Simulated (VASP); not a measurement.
# Co (P-3m1) in VASP: settings compared

Aim: see how the results for Co move with the level of theory and the settings. Levels: PBEsol, LDA, BLYP. Tasks: single point.

Everything below comes from runs of VASP 6.6.1. Logs are shortened: lines on timing, memory, paths and dates and some standing lists are left out, and cuts for length are marked.

### Step 1. The cell of the first run

The structure is trigonal, space group P-3m1 (No. 164). Conventional cell: a = 2.487 Å, b = 2.487 Å, c = 4.063 Å, α = 90.00°, β = 90.00°, γ = 120.00°. Within 3.2 Å of Co (site symmetry 3m) lie 12 Co at 2.42 to 2.55 Å.

### Step 2. Single point, PBEsol, collinear spin, ferromagnetic start

The input, INCAR:

```
ALGO     = Normal         # electronic algorithm
EDIFF    = 1E-6           # SCF threshold, eV
ENCUT    = 520            # plane-wave cutoff, eV
GGA      = PS             # functional
ISIF     = 2              # what is computed and relaxed
ISMEAR   = -1             # smearing method
ISPIN    = 2              # spin polarisation
LASPH    = True           # aspherical terms in the spheres
LCHARG   = False          # write CHGCAR
LMAXMIX  = 4              # l up to which the mixer works
LORBIT   = 11             # projections on sites
LREAL    = False          # projectors in reciprocal space
LWAVE    = False          # write WAVECAR
MAGMOM   = 1.8 1.8        # initial moments
NBANDS   = 20             # bands
NELM     = 150            # most SCF steps
PREC     = Accurate       # precision mode
SIGMA    = 0.1            # smearing width, eV
```

The input, KPOINTS:

```
k-points
0
Gamma
  14 14 8
```

The input, POSCAR:

```
Co
1.0
    2.4873650000      0.0000000000      0.0000000000
   -1.2436820000      2.1541210000      0.0000000000
    0.0000000000      0.0000000000      4.0632900000
Co
2
Direct
    0.6666666667      0.3333333333      0.2598610000
    0.3333333333      0.6666666667      0.7401390000
```

Potentials or basis: VASP PAW PBE potentials, release 64 (Co).

On the command line:

```
cat potpaw_PBE.64/Co/POTCAR > POTCAR
mpirun -np 1 vasp_std > vasp.out
```

OUTCAR:

```text
EDIFF = 1E-6
   ENCUT = 520
   GGA = PS
   ISIF = 2
   ISMEAR = -1
   ISPIN = 2
   LASPH = True
   LORBIT = 11
   LREAL = False
   NELM = 150
   PREC = Accurate

 ion  position               nearest neighbor table
   1  0.667  0.333  0.260-   2 2.42   2 2.42   2 2.42   2 2.55   2 2.55   2 2.55
   2  0.333  0.667  0.740-   1 2.42   1 2.42   1 2.42   1 2.55   1 2.55   1 2.55

  LATTYP: Found a hexagonal cell.
 ALAT       =     2.4873650000
 C/A-ratio  =     1.6335720733

  Lattice vectors:

 A1 = (   2.4873650000,   0.0000000000,   0.0000000000)
 A2 = (  -1.2436820000,   2.1541210000,   0.0000000000)
 A3 = (   0.0000000000,   0.0000000000,   4.0632900000)

Analysis of symmetry for initial positions (statically):
=====================================================================
 Subroutine PRICEL returns:
 Original cell was already a primitive cell.

 Routine SETGRP: Setting up the symmetry group for a
 hexagonal supercell.

 Subroutine GETGRP returns: Found 12 space group operations
 (whereof 12 operations were pure point group operations)
 out of a pool of 24 trial point group operations.

The static configuration has the point symmetry D_3d.

Analysis of symmetry for dynamics (positions and initial velocities):
=====================================================================
 Subroutine PRICEL returns:
 Original cell was already a primitive cell.

 Routine SETGRP: Setting up the symmetry group for a
 hexagonal supercell.

 Subroutine GETGRP returns: Found 12 space group operations
 (whereof 12 operations were pure point group operations)
 out of a pool of 24 trial point group operations.

The dynamic configuration has the point symmetry D_3d.

Analysis of structural, dynamic, and magnetic symmetry:
=====================================================================
 Subroutine PRICEL returns:
 Original cell was already a primitive cell.

 Routine SETGRP: Setting up the symmetry group for a
 hexagonal supercell.

 Subroutine GETGRP returns: Found 12 space group operations
 (whereof 12 operations were pure point group operations)
 out of a pool of 24 trial point group operations.

The overall configuration has the point symmetry D_3d.

 Subroutine INISYM returns: Found 12 space group operations
 (whereof 12 operations are pure point group operations),
 and found     1 'primitive' translations

----------------------------------------------------------------------------------------

                                     Primitive cell

[... 106 lines left out ...]
   EFERMI_NEDOS =   21; number of points for ismear=-14 and -15
   IALGO  =     38    algorithm
   IMIX   =      4    mixing-type and parameters
     AMIX     =   0.40;   BMIX     =  1.00
     AMIX_MAG =   1.60;   BMIX_MAG =  1.00
  volume/ion in A,a.u.               =      10.89        73.46
  Fermi-wavevector in a.u.,A,eV,Ry     =   1.536514  2.903590 32.121658  2.360875
  Thomas-Fermi vector in A             =   2.643152
   LORBIT       =     11    0 simple, 1 ext, 2 COOP (PROOUT), +10 PAW based schemes
   GGA     = PS    functional components
   LHFCALC =     F    Hartree Fock is set to
   AEXX    =    0.0000 exact exchange contribution
   IVDW    =     0    specifies the selected vdW correction
   LEPSILON=     F    determine dielectric tensor
   LRPA    =     F    only Hartree local field effects (RPA)
 spin polarized calculation
  energy-cutoff  :      520.00
  volume of cell :       21.77
 maximum number of plane-waves:       600
   NGX =  9   NGY =  9   NGZ = 15

 number of electron      17.9999997 magnetization       3.1902525

 Free energy of the ion-electron system (eV)
  ---------------------------------------------------
  ext. energy  EPLUGINS =         0.00000000
  ---------------------------------------------------
  free energy    TOTEN  =       -15.44025407 eV

  energy without entropy =      -15.37721912  energy(sigma->0) =      -15.40873659

 E-fermi :  10.0446     XC(G=0): -13.5550

 val. band max:       10.0417645592   @ k =   0.0000   0.4286   0.2500
 cond. band min:      10.0451365243   @ k =   0.3571   0.0714   0.0000
 fundamental gap:      0.0033719651
 Fermi energy:        10.0446396823

 spin component 1

 k-point     1 :       0.0000    0.0000    0.0000
  band No.  band energies     occupation
      1       1.0707      1.00000
      2       4.8738      1.00000
      3       7.3965      1.00000
      4       7.4521      1.00000
      5       7.4521      1.00000
      6       7.7451      1.00000
[... 541 lines left out ...]
     19      26.7049      0.00000
     20      42.6191      0.00000

 [... further k-points ...]

 spin component 2

 k-point     1 :       0.0000    0.0000    0.0000
  band No.  band energies     occupation
      1       1.1303      1.00000
      2       5.8090      1.00000
      3       8.9562      0.99998
      4       9.0559      0.99995
      5       9.0559      0.99995
      6       9.3730      0.99879
[... 541 lines left out ...]
     19      27.1146      0.00000
     20      42.8308      0.00000

 [... further k-points ...]
[... 5 lines left out ...]
  --------------------------------------------------------------------------------------
  -------------------------------------------------------------------------------------
  Total       -1.3183269     -1.3183266     -1.5627925     -0.0000003     -0.0000000     -0.0000000
  in kB      -97.0166491    -97.0166240   -115.0070542     -0.0000225     -0.0000000     -0.0000000
  external PRESSURE =    -103.0134424 kB  Pullay stress =       0.0000000 kB

 VOLUME and BASIS-vectors are now :
 -----------------------------------------------------------------------------
  energy-cutoff  :      520.00
  volume of cell :       21.77
      direct lattice vectors                 reciprocal lattice vectors
     2.487365000  0.000000000  0.000000000     0.402031869  0.232113145  0.000000000
    -1.243682000  2.154121000  0.000000000     0.000000000  0.464226476  0.000000000
     0.000000000  0.000000000  4.063290000     0.000000000  0.000000000  0.246105988

 POSITION                                       TOTAL-FORCE (eV/Angst)
 -----------------------------------------------------------------------------------
      1.24368      0.71804      1.05589         0.000000     -0.000000     -0.461869
      0.00000      1.43608      3.00740        -0.000000      0.000000      0.461869
 -----------------------------------------------------------------------------------
    total drift:                                0.000000     -0.000000     -0.000000

  FREE ENERGIE OF THE ION-ELECTRON SYSTEM (eV)
  ---------------------------------------------------
  free  energy   TOTEN  =       -15.4402540696 eV

  energy  without entropy=      -15.3772191196  energy(sigma->0) =      -15.40873659

 total charge

# of ion       s       p       d       tot
------------------------------------------
    1        0.489   0.524   7.259   8.271
    2        0.489   0.524   7.259   8.271
--------------------------------------------------
tot          0.978   1.047  14.517  16.542

 magnetization (x)

# of ion       s       p       d       tot
------------------------------------------
    1       -0.015  -0.050   1.674   1.610
    2       -0.015  -0.050   1.674   1.610
--------------------------------------------------
tot         -0.029  -0.100   3.349   3.220
```

Wall time 2 min (1 thread of Intel Xeon Platinum 8259CL at 2.50GHz (Skylake/Cascade Lake), shared host); peak memory 0.21 GiB.

Results:

* Free energy: -15.4403 eV
* Pressure: -10.3 GPa
* Largest force: 0.462 eV/Å
* Net moment: 3.19 μB per cell
* Site moments: Co +1.61 μB
* Valence electrons inside the program's atomic spheres: Co 8.27

Forces on the atoms (eV/Å):
```
Co   0.000  0.000 -0.462
Co   0.000  0.000  0.462
```

Levels at points of the mesh, in eV from the Fermi level:
Spin up:
```csv
k point,band 7,band 8,band 9,band 10,band 11,band 12,band 13,band 14,band 15,band 16
"(0.00, 0.00, 0.00)",-2.30,-1.88,-1.88,-0.81,-0.81,-0.23,6.10,21.99,24.62,24.62
"(0.50, 0.00, 0.00)",-2.19,-0.66,-0.64,-0.49,1.29,3.30,9.38,10.35,12.50,13.87
"(0.00, 0.00, 0.50)",-2.62,-2.62,-1.23,-1.23,-1.03,-1.03,14.08,15.24,22.59,22.83
"(0.50, 0.00, 0.50)",-1.11,-1.01,-0.60,-0.55,1.41,1.68,7.06,7.36,18.13,18.52
```
Spin down:
```tsv
k point	band 5	band 6	band 7	band 8	band 9	band 10
(0.00, 0.00, 0.00)	-0.99	-0.67	-0.67	-0.19	-0.12	-0.12
(0.50, 0.00, 0.00)	-1.11	-1.07	-0.66	1.17	1.27	1.34
(0.00, 0.00, 0.50)	-1.05	-1.05	-1.04	-1.04	0.62	0.62
(0.50, 0.00, 0.50)	-0.26	0.13	0.18	0.31	1.25	1.29
```

Caveat: the PAW data sets were made with another functional, which shifts forces and pressure a little.

### Step 3. Single point, LDA, collinear spin, ferromagnetic start

The input, INCAR:

```
SYSTEM = Co
ALGO = Normal
EDIFF = 1E-7
ENCUT = 520
ISIF = 2
ISMEAR = -1
ISPIN = 2
LASPH = .TRUE.
LCHARG = .TRUE.
LELF = .TRUE.
LMAXMIX = 4
LORBIT = 11
LREAL = .FALSE.
LVHAR = .TRUE.
LWAVE = .FALSE.
MAGMOM = 1.8 1.8
NBANDS = 20
NELM = 150
PREC = Accurate
SIGMA = 0.1
```

The input, KPOINTS:

```
k-points
0
G
  14 14 8
  0 0 0
```

POSCAR is that of step 2.

Potentials or basis: VASP PAW LDA potentials, release 64 (Co).

On the command line:

```
cat potpaw_LDA.64/Co/POTCAR > POTCAR
mpirun -np 1 vasp_std > vasp.out
```

OUTCAR:

```text
SYSTEM = Co
   EDIFF = 1E-7
   ENCUT = 520
   ISIF = 2
   ISMEAR = -1
   ISPIN = 2
   LASPH = .TRUE.
   LORBIT = 11
   LREAL = .FALSE.
   NELM = 150
   PREC = Accurate

 ion  position               nearest neighbor table
   1  0.667  0.333  0.260-   2 2.42   2 2.42   2 2.42   2 2.55   2 2.55   2 2.55
   2  0.333  0.667  0.740-   1 2.42   1 2.42   1 2.42   1 2.55   1 2.55   1 2.55

  LATTYP: Found a hexagonal cell.
 ALAT       =     2.4873650000
 C/A-ratio  =     1.6335720733

  Lattice vectors:

 A1 = (   2.4873650000,   0.0000000000,   0.0000000000)
 A2 = (  -1.2436820000,   2.1541210000,   0.0000000000)
 A3 = (   0.0000000000,   0.0000000000,   4.0632900000)

Analysis of symmetry for initial positions (statically):
=====================================================================
 Subroutine PRICEL returns:
 Original cell was already a primitive cell.

 Routine SETGRP: Setting up the symmetry group for a
 hexagonal supercell.

 Subroutine GETGRP returns: Found 12 space group operations
 (whereof 12 operations were pure point group operations)
 out of a pool of 24 trial point group operations.

The static configuration has the point symmetry D_3d.
[... 741 lines left out ...]
      1       1.1458      1.00000
      2       5.6767      1.00000
      3       8.7432      0.99999
      4       8.8281      0.99997
      5       8.8282      0.99997
      6       9.1480      0.99924
[... 541 lines left out ...]
     19      26.9944      0.00000
     20      42.7693      0.00000

 [... further k-points ...]
[... 5 lines left out ...]
  --------------------------------------------------------------------------------------
  -------------------------------------------------------------------------------------
  Total       -2.4477607     -2.4477600     -2.7165576     -0.0000006     -0.0000000      0.0000000
  in kB     -180.1325114   -180.1324648   -199.9134780     -0.0000418     -0.0000000      0.0000000
  external PRESSURE =    -186.7261514 kB  Pullay stress =       0.0000000 kB

 VOLUME and BASIS-vectors are now :
 -----------------------------------------------------------------------------
  energy-cutoff  :      520.00
  volume of cell :       21.77
      direct lattice vectors                 reciprocal lattice vectors
     2.487365000  0.000000000  0.000000000     0.402031869  0.232113145  0.000000000
    -1.243682000  2.154121000  0.000000000     0.000000000  0.464226476  0.000000000
     0.000000000  0.000000000  4.063290000     0.000000000  0.000000000  0.246105988

 POSITION                                       TOTAL-FORCE (eV/Angst)
 -----------------------------------------------------------------------------------
      1.24368      0.71804      1.05589         0.000000     -0.000000     -0.426787
      0.00000      1.43608      3.00740        -0.000000      0.000000      0.426787
 -----------------------------------------------------------------------------------
    total drift:                                0.000000     -0.000000     -0.000000

  FREE ENERGIE OF THE ION-ELECTRON SYSTEM (eV)
  ---------------------------------------------------
  free  energy   TOTEN  =       -16.1434509334 eV

  energy  without entropy=      -16.0773079913  energy(sigma->0) =      -16.11037946

 total charge

# of ion       s       p       d       tot
------------------------------------------
    1        0.488   0.514   7.281   8.283
    2        0.488   0.514   7.281   8.283
--------------------------------------------------
tot          0.976   1.027  14.563  16.566

 magnetization (x)

# of ion       s       p       d       tot
------------------------------------------
    1       -0.013  -0.038   1.585   1.533
    2       -0.013  -0.038   1.585   1.533
--------------------------------------------------
tot         -0.026  -0.077   3.169   3.066
```

OSZICAR:

```text
N       E                     dE             d eps       ncg     rms          rms(c)
DAV:   1     0.835071801957E+02    0.83507E+02   -0.79322E+03 14236   0.120E+03
DAV:   2    -0.138511663956E+02   -0.97358E+02   -0.87538E+02 13596   0.217E+02
DAV:   3    -0.184903750547E+02   -0.46392E+01   -0.44393E+01 15272   0.576E+01
DAV:   4    -0.185620182650E+02   -0.71643E-01   -0.71583E-01 16316   0.630E+00
DAV:   5    -0.185641462492E+02   -0.21280E-02   -0.21279E-02 15800   0.104E+00    0.152E+01
DAV:   6    -0.167055044577E+02    0.18586E+01   -0.83185E+00 15284   0.605E+01    0.816E+00
DAV:   7    -0.161824981465E+02    0.52301E+00   -0.14499E+00 15396   0.229E+01    0.370E+00
DAV:   8    -0.161594121866E+02    0.23086E-01   -0.14136E-02 18880   0.973E-01    0.169E+00
DAV:   9    -0.161448517947E+02    0.14560E-01   -0.17477E-03 23124   0.711E-01    0.496E-01
DAV:  10    -0.161436523147E+02    0.11995E-02   -0.31734E-04 17844   0.207E-01    0.170E-01
DAV:  11    -0.161434667791E+02    0.18554E-03   -0.43183E-05 19088   0.920E-02    0.349E-02
DAV:  12    -0.161434553281E+02    0.11451E-04   -0.49087E-06 15848   0.166E-02    0.204E-02
DAV:  13    -0.161434508407E+02    0.44874E-05   -0.17104E-06 21640   0.142E-02    0.780E-03
DAV:  14    -0.161434509511E+02   -0.11034E-06   -0.19104E-07 13524   0.428E-03    0.176E-03
DAV:  15    -0.161434509334E+02    0.17654E-07   -0.88640E-09  7172   0.112E-03
   1 F= -.16143451E+02 E0= -.16110379E+02  d E =-.661429E-01  mag=     3.0583
```

Wall time 2.2 min (1 thread of Intel Xeon Platinum 8259CL at 2.50GHz (Skylake/Cascade Lake), shared host); peak memory 0.2 GiB.

Results:

```yaml
Free_energy: -16.1435 eV
Pressure: -18.7 GPa
Largest_force: 0.427 eV/Å
Net_moment: 3.06 μB per cell
Site_moments: Co +1.53 μB
Valence_electrons_inside_the_program's_atomic_spheres: Co 8.28
```

Forces on the atoms (eV/Å):
```
Co   0.000  0.000 -0.427
Co   0.000  0.000  0.427
```

Stress tensor (GPa, compression positive):
```
-18.01   0.00   0.00
  0.00 -18.01   0.00
  0.00   0.00 -19.99
```

(Part 1 of 2 ends here.)
